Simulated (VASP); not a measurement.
# Au (P6_3/mmc) in VASP: a series of runs

Au is run at these levels: PBEsol; tasks: relaxation of cell and atoms, single point.

Everything below comes from runs of VASP 6.6.1. Logs are shortened: lines on timing, memory, paths and dates and some standing lists are left out, and cuts for length are marked.

### 1 The cell of the first run

Symmetry: P6_3/mmc, No. 194, hexagonal system. Conventional cell: a = 2.886 Å, b = 2.886 Å, c = 9.445 Å, α = 90.00°, β = 90.00°, γ = 120.00°. Au (site symmetry -3m) has 12 Au at 2.89 Å within 3.8 Å. Au (site symmetry -6m2) has 12 Au at 2.89 Å within 3.8 Å.

### 2 Relaxation of cell and atoms, PBEsol

The input, INCAR:

```
PREC = Accurate ; ENCUT = 600
EDIFF = 1E-6 ; ISMEAR = 0
SIGMA = 0.1 ; LREAL = False
LASPH = True ; NELM = 80
ALGO = Fast ; ISIF = 3
LWAVE = False ; LCHARG = False
GGA = PS ; IBRION = 2
NSW = 80 ; EDIFFG = -0.01
```

The input, KPOINTS:

```
regular mesh
0
Gamma
  18 18 6
```

The input, POSCAR:

```
Au
1.0
    2.8862171303      0.0000000000      0.0000000000
   -1.4431085651      2.4995373557      0.0000000000
    0.0000000000      0.0000000000      9.4449087148
Au
4
Direct
    0.0000000000      0.0000000000      0.0000000000
    0.0000000000      0.0000000000      0.5000000000
    0.3333333333      0.6666666667      0.2500000000
    0.6666666667      0.3333333333      0.7500000000
```

Potentials or basis: VASP PAW PBE potentials, release 64 (Au).

Command:

```console
cat potpaw_PBE.64/Au/POTCAR > POTCAR
mpirun -np 1 vasp_std > vasp.out
```

OUTCAR:

```text
PREC = Accurate
   ENCUT = 600
   EDIFF = 1E-6
   ISMEAR = 0
   LREAL = False
   LASPH = True
   NELM = 80
   ISIF = 3
   GGA = PS
   IBRION = 2
   NSW = 80
   EDIFFG = -0.01

 ion  position               nearest neighbor table
   1  0.000  0.000  0.000-   3 2.89   4 2.89   3 2.89   4 2.89   4 2.89   3 2.89
   2  0.000  0.000  0.500-   3 2.89   4 2.89   3 2.89   4 2.89   4 2.89   3 2.89
   3  0.333  0.667  0.250-   1 2.89   2 2.89   1 2.89   2 2.89   1 2.89   2 2.89
   4  0.667  0.333  0.750-   1 2.89   2 2.89   1 2.89   2 2.89   1 2.89   2 2.89

  LATTYP: Found a hexagonal cell.
 ALAT       =     2.8862171303
 C/A-ratio  =     3.2724179396

  Lattice vectors:

 A1 = (   2.8862171303,   0.0000000000,   0.0000000000)
 A2 = (  -1.4431085651,   2.4995373557,   0.0000000000)
 A3 = (   0.0000000000,   0.0000000000,   9.4449087148)

Analysis of symmetry for initial positions (statically):
=====================================================================
 Subroutine PRICEL returns:
 Original cell was already a primitive cell.

 Routine SETGRP: Setting up the symmetry group for a
 hexagonal supercell.

 Subroutine GETGRP returns: Found 24 space group operations
 (whereof 12 operations were pure point group operations)
 out of a pool of 24 trial point group operations.

The static configuration has the point symmetry D_3d.
 The point group associated with its full space group is D_6h.

Analysis of symmetry for dynamics (positions and initial velocities):
=====================================================================
 Subroutine PRICEL returns:
 Original cell was already a primitive cell.

 Routine SETGRP: Setting up the symmetry group for a
 hexagonal supercell.

 Subroutine GETGRP returns: Found 24 space group operations
 (whereof 12 operations were pure point group operations)
 out of a pool of 24 trial point group operations.

The dynamic configuration has the point symmetry D_3d.
 The point group associated with its full space group is D_6h.

 Subroutine INISYM returns: Found 24 space group operations
 (whereof 12 operations are pure point group operations),
 and found     1 'primitive' translations

----------------------------------------------------------------------------------------

                                     Primitive cell

  volume of cell :      68.1375

  direct lattice vectors                    reciprocal lattice vectors
     2.886217130  0.000000000  0.000000000     0.346474279  0.200037018  0.000000000
    -1.443108565  2.499537356  0.000000000     0.000000000  0.400074037  0.000000000
     0.000000000  0.000000000  9.444908715     0.000000000  0.000000000  0.105877148

  length of vectors
     2.886217130  2.886217130  9.444908715     0.400074037  0.400074037  0.105877148

  position of ions in fractional coordinates (direct lattice)
     0.000000000  0.000000000  0.000000000
     0.000000000  0.000000000  0.500000000
     0.333333333  0.666666667  0.250000000
     0.666666667  0.333333333  0.750000000

  ion indices of the primitive-cell ions
   primitive index   ion index
                 1           1
                 2           2
                 3           3
                 4           4

----------------------------------------------------------------------------------------

 KPOINTS: regular mesh

Automatic generation of k-mesh.
 Grid dimensions read from file:
 generate k-points for:   18   18    6

 Generating k-lattice:

  Cartesian coordinates                     Fractional coordinates (reciprocal lattice)
     0.019248571  0.011113168  0.000000000     0.055555556  0.000000000  0.000000000
     0.000000000  0.022226335  0.000000000     0.000000000  0.055555556  0.000000000
     0.000000000  0.000000000  0.017646191     0.000000000  0.000000000  0.166666667

  Length of vectors
     0.022226335  0.022226335  0.017646191

  Shift w.r.t. Gamma in fractional coordinates (k-lattice)
     0.000000000  0.000000000  0.000000000

 Subroutine IBZKPT returns following result:
 ===========================================

 Found    148 irreducible k-points:

 Following reciprocal coordinates:
            Coordinates               Weight
  0.000000  0.000000  0.000000      1.000000
  0.055556  0.000000  0.000000      6.000000
  0.111111  0.000000  0.000000      6.000000
  0.166667 -0.000000  0.000000      6.000000
  0.222222  0.000000  0.000000      6.000000
  0.277778 -0.000000  0.000000      6.000000
[... 16 lines left out ...]
  0.333333  0.111111  0.000000     12.000000
  0.388889  0.111111  0.000000     12.000000
 [... further k-points ...]
   k-points           NKPTS =    148   k-points in BZ     NKDIM =    148   number of bands    NBANDS=     26
   number of dos      NEDOS =    301   number of ions     NIONS =      4
   total plane-waves  NPLWV =  46080
   dimension x,y,z NGX =    24 NGY =   24 NGZ =   80
   dimension x,y,z NGXF=    48 NGYF=   48 NGZF=  160
   ions per type =               4
   NGX,Y,Z   is equivalent  to a cutoff of  13.82, 13.82, 14.08 a.u.
   NGXF,Y,Z  is equivalent  to a cutoff of  27.65, 27.65, 28.16 a.u.
 SYSTEM =  unknown system
   PREC   = accura    normal or accurate (medium, high low for compatibility)
   ISTART =      0    job   : 0-new  1-cont  2-samecut
   ICHARG =      2    charge: 1-file 2-atom 10-const
   ISPIN  =      1    spin polarized calculation?
   LNONCOLLINEAR =      F non collinear calculations
   LSORBIT =      F    spin-orbit coupling
   LASPH  =      T    aspherical Exc in radial PAW
   ENCUT  =  600.0 eV  44.10 Ry    6.64 a.u.   5.76  5.76 18.86*2*pi/ulx,y,z
   NELM   =     80;   NELMIN=  2; NELMDL= -5     # of ELM steps
   EDIFF  = 0.1E-05   stopping-criterion for ELM
   LREAL  =      F    real-space projection
   EDIFFG = -.1E-01   stopping-criterion for IOM
   NSW    =     80    number of steps for IOM
   IBRION =      2    ionic relax: 0-MD 1-quasi-New 2-CG
   NFREE  =      1    steps in history (QN), initial steepest desc. (CG)
   ISIF   =      3    stress and relaxation
   ISYM   =      2    0-nonsym 1-usesym 2-fastsym
   POTIM  = 0.5000    time-step for ionic-motion
   TEBEG  =    0.0;   TEEND  =   0.0 temperature during run
   PSTRESS=    0.0 pullay stress
   NELECT =      44.0000    total number of electrons
   NUPDOWN=      -1.0000    fix difference up-down
   EMIN   =  10.00;   EMAX   =-10.00  energy-range for DOS
   EFERMI =   0.00;   METHOD = LEGACY
   ISMEAR =     0;   SIGMA  =   0.10  broadening in eV -4-tet -1-fermi 0-gaus
   EFERMI_NEDOS =   21; number of points for ismear=-14 and -15
   IALGO  =     68    algorithm
   IMIX   =      4    mixing-type and parameters
     AMIX     =   0.40;   BMIX     =  1.00
     AMIX_MAG =   1.60;   BMIX_MAG =  1.00
  volume/ion in A,a.u.               =      17.03       114.95
  Fermi-wavevector in a.u.,A,eV,Ry     =   1.415023  2.674006 27.242822  2.002291
  Thomas-Fermi vector in A             =   2.536505
   LORBIT       =      0    0 simple, 1 ext, 2 COOP (PROOUT), +10 PAW based schemes
   GGA     = PS    functional components
   LHFCALC =     F    Hartree Fock is set to
   AEXX    =    0.0000 exact exchange contribution
   IVDW    =     0    specifies the selected vdW correction
   LEPSILON=     F    determine dielectric tensor
   LRPA    =     F    only Hartree local field effects (RPA)
 conjugate gradient relaxation of ions
 non-spin polarized calculation
 RMM-DIIS sequential band-by-band and
 Gauss-broadening in eV      SIGMA  =   0.10
  energy-cutoff  :      600.00
  volume of cell :       68.14
 maximum number of plane-waves:      2296
 NGX is ok and might be reduce to    24
   NGX = 11   NGY = 11   NGZ = 37

--------------------------------------- Ionic step        1  -------------------------------------------

 number of electron      44.0000007 magnetization

 Free energy of the ion-electron system (eV)
  ---------------------------------------------------
  ext. energy  EPLUGINS =         0.00000000
  ---------------------------------------------------
  free energy    TOTEN  =       -15.67972162 eV

  energy without entropy =      -15.67399185  energy(sigma->0) =      -15.67685673

------------------------ aborting loop because EDIFF is reached ----------------------------------------

  FORCE on cell =-STRESS in cart. coord.  units (eV):
  Direction    XX          YY          ZZ          XY          YZ          ZX
  --------------------------------------------------------------------------------------
  -------------------------------------------------------------------------------------
  Total       -0.2241424     -0.2241424      0.0799795     -0.0000000     -0.0000000      0.0000000
  in kB       -5.2704550     -5.2704550      1.8806286     -0.0000000     -0.0000000      0.0000000
  external PRESSURE =      -2.8867605 kB  Pullay stress =       0.0000000 kB

 VOLUME and BASIS-vectors are now :
 -----------------------------------------------------------------------------
  energy-cutoff  :      600.00
  volume of cell :       68.14
      direct lattice vectors                 reciprocal lattice vectors
     2.886217130  0.000000000  0.000000000     0.346474279  0.200037018  0.000000000
    -1.443108565  2.499537356  0.000000000     0.000000000  0.400074037  0.000000000
     0.000000000  0.000000000  9.444908715     0.000000000  0.000000000  0.105877148
[... 115 lines left out ...]
 POSITION                                       TOTAL-FORCE (eV/Angst)
 -----------------------------------------------------------------------------------
      0.00000     -0.00000      9.48341        -0.000000     -0.000000      0.000000
      0.00000     -0.00000      4.74171        -0.000000     -0.000000      0.000000
     -0.00000      1.66127      2.37085         0.000000     -0.000000      0.000000
      1.43870      0.83063      7.11256        -0.000000      0.000000     -0.000000
 -----------------------------------------------------------------------------------
    total drift:                               -0.000000      0.000000     -0.000000

  FREE ENERGIE OF THE ION-ELECTRON SYSTEM (eV)
  ---------------------------------------------------
  free  energy   TOTEN  =       -15.6806641604 eV

  energy  without entropy=      -15.6748946626  energy(sigma->0) =      -15.67777941

--------------------------------------- Ionic step        5  -------------------------------------------

 number of electron      44.0000008 magnetization

 Free energy of the ion-electron system (eV)
  ---------------------------------------------------
  ext. energy  EPLUGINS =         0.00000000
  ---------------------------------------------------
  free energy    TOTEN  =       -15.68068052 eV

  energy without entropy =      -15.67488213  energy(sigma->0) =      -15.67778132

 E-fermi :   9.2443     XC(G=0): -12.8979

 val. band max:        9.2282109036   @ k =   0.3333   0.1667   0.5000
 cond. band min:       9.2460051643   @ k =   0.2222   0.2222   0.0000
 fundamental gap:      0.0177942607
 Fermi energy:         9.2442607239

 k-point     1 :       0.0000    0.0000    0.0000
  band No.  band energies     occupation
      1      -0.6296      2.00000
      2       1.1390      2.00000
      3       1.1500      2.00000
      4       1.9290      2.00000
      5       4.4560      2.00000
      6       4.4664      2.00000
[... 18 lines left out ...]
     25      12.2317      0.00000
     26      20.2217      0.00000
[... 644 lines left out ...]
      4       3.1064      2.00000
      5       3.3426      2.00000
      6       3.5894      2.00000
[... 18 lines left out ...]
     25      13.7533      0.00000
     26      14.0752      0.00000

 [... further k-points ...]

------------------------ aborting loop because EDIFF is reached ----------------------------------------

  FORCE on cell =-STRESS in cart. coord.  units (eV):
  Direction    XX          YY          ZZ          XY          YZ          ZX
  --------------------------------------------------------------------------------------
  -------------------------------------------------------------------------------------
  Total       -0.0106486     -0.0106486     -0.0076188     -0.0000000      0.0000000      0.0000000
  in kB       -0.2508408     -0.2508408     -0.1794704     -0.0000000      0.0000000      0.0000000
  external PRESSURE =      -0.2270507 kB  Pullay stress =       0.0000000 kB

 VOLUME and BASIS-vectors are now :
 -----------------------------------------------------------------------------
  energy-cutoff  :      600.00
  volume of cell :       68.01
      direct lattice vectors                 reciprocal lattice vectors
     2.876808333 -0.000000000  0.000000000     0.347607447  0.200691253  0.000000000
    -1.438404166  2.491389098 -0.000000000     0.000000000  0.401382506  0.000000000
     0.000000000 -0.000000000  9.489682742    -0.000000000  0.000000000  0.105377601

 POSITION                                       TOTAL-FORCE (eV/Angst)
 -----------------------------------------------------------------------------------
      0.00000      0.00000     -0.00000        -0.000000     -0.000000     -0.000000
      0.00000     -0.00000      4.74484        -0.000000     -0.000000     -0.000000
     -0.00000      1.66093      2.37242         0.000000     -0.000000      0.000000
      1.43840      0.83046      7.11726        -0.000000      0.000000     -0.000000
 -----------------------------------------------------------------------------------
    total drift:                               -0.000000      0.000000     -0.000000

  FREE ENERGIE OF THE ION-ELECTRON SYSTEM (eV)
  ---------------------------------------------------
  free  energy   TOTEN  =       -15.6806805199 eV

  energy  without entropy=      -15.6748821286  energy(sigma->0) =      -15.67778132

 reached required accuracy - stopping structural energy minimisation
```

It took 6.6 min on 1 thread of Intel Xeon 6975P-C (Granite Rapids), shared host; peak memory 0.39 GiB.

What came out:

| Property | Result |
| --- | --- |
| Free energy | -15.6807 eV |
| Relaxed volume | 17.00 Å³/atom |
| Relaxed cell | a = 2.877 Å, b = 2.877 Å, c = 9.490 Å, α = 90.00°, β = 90.00°, γ = 120.00° |
| Space group after relaxing (to 0.05 Å) | P6_3/mmc (No. 194) |
| Energy gained by relaxing | 0.2 meV/atom |
| Ionic steps | 5 |
| Pressure after relaxing | 0.0 GPa |
| Band gap on the k mesh | zero (band 22 reaches 12.20 eV, above the bottom of band 23 at 7.02 eV) |

The path:
| step | energy change (eV) | largest force (eV/Å) | pressure (GPa) | volume (Å³) |
| --- | --- | --- | --- | --- |
| 1 | 0.0000 | 0.0000 | -0.29 | 68.14 |
| 2 | -0.0004 | 0.0000 | 0.48 | 67.84 |
| 3 | -0.0005 | 0.0000 | 0.25 | 67.91 |
| 4 | -0.0009 | 0.0000 | 0.04 | 68.00 |
| 5 | -0.0010 | 0.0000 | -0.02 | 68.01 |

Final structure:
```cif
data_structure
_symmetry_space_group_name_H-M 'P 1'
_symmetry_Int_Tables_number 1
_cell_length_a 2.8768
_cell_length_b 2.8768
_cell_length_c 9.4897
_cell_angle_alpha 90.000
_cell_angle_beta 90.000
_cell_angle_gamma 120.000
_cell_volume 68.01
loop_
_atom_site_label
_atom_site_type_symbol
_atom_site_fract_x
_atom_site_fract_y
_atom_site_fract_z
_atom_site_occupancy
Au1 Au 0.00000 0.00000 0.00000 1
Au2 Au 0.00000 0.00000 0.50000 1
Au3 Au 0.33333 0.66667 0.25000 1
Au4 Au 0.66667 0.33333 0.75000 1
```

Levels at points of the mesh, in eV from the Fermi level:
```
           k point  band 20  band 21  band 22  band 23  band 24  band 25
(0.00, 0.00, 0.00)    -2.58    -2.58    -1.98    -1.98    -1.04     2.99
(0.50, 0.00, 0.00)    -1.63    -0.57     0.24     1.14     1.43     3.70
(0.00, 0.00, 0.50)    -3.15    -2.23    -2.23    -2.23    -2.23     6.15
(0.50, 0.00, 0.50)    -1.66     0.30     0.30     1.28     1.28     4.23
```

Caveat: the PAW data sets were made with another functional, which shifts forces and pressure a little; spin-orbit coupling is left out, which moves the levels of the heavy elements.

### 3 Single point, PBEsol

The input, INCAR:

```
SYSTEM = Au
PREC = Accurate ; ENCUT = 520
EDIFF = 1E-6 ; ISMEAR = 0
SIGMA = 0.1 ; LREAL = .False.
LASPH = .True. ; NELM = 80
ALGO = Fast ; ISIF = 2
LWAVE = .False. ; LCHARG = .True.
GGA = PS ; LELF = .True.
LVHAR = .True. ; NBANDS = 30
```

The input, KPOINTS:

```
regular mesh
0
Gamma
  18 18 6
  0 0 0
```

The input, POSCAR:

```
Au
1.0
    2.8774123233      0.0000000000      0.0000000000
   -1.4387061616      2.4919121691      0.0000000000
    0.0000000000      0.0000000000      9.4967446038
Au
4
Direct
    0.0000000000      0.0000000000      0.0000000000
    0.0000000000      0.0000000000      0.5000000000
    0.3333333333      0.6666666667      0.2500000000
    0.6666666667      0.3333333333      0.7500000000
```

Potentials or basis: VASP PAW PBE potentials, release 64 (Au).

Command:

```console
cat potpaw_PBE.64/Au/POTCAR > POTCAR
mpirun -np 1 vasp_std > vasp.out
```

It took 3.2 min on 1 thread of Intel Xeon Platinum 8488C (Sapphire Rapids), shared host; peak memory 0.35 GiB.

Results (log left out):

| Property | Result |
| --- | --- |
| Free energy | -15.6810 eV |
| Pressure | -0.3 GPa |
| Band gap on the k mesh | zero (band 22 reaches 12.18 eV, above the bottom of band 23 at 7.00 eV) |

Levels at points of the mesh, in eV from the Fermi level:
```csv
k point,band 20,band 21,band 22,band 23,band 24,band 25
"(0.00, 0.00, 0.00)",-2.57,-2.57,-1.98,-1.98,-1.04,2.97
"(0.50, 0.00, 0.00)",-1.63,-0.56,0.25,1.14,1.43,3.69
"(0.00, 0.00, 0.50)",-3.14,-2.23,-2.23,-2.23,-2.23,6.14
"(0.50, 0.00, 0.50)",-1.66,0.31,0.31,1.28,1.28,4.22
```

Caveat: the PAW data sets were made with another functional, which shifts forces and pressure a little; spin-orbit coupling is left out, which moves the levels of the heavy elements.
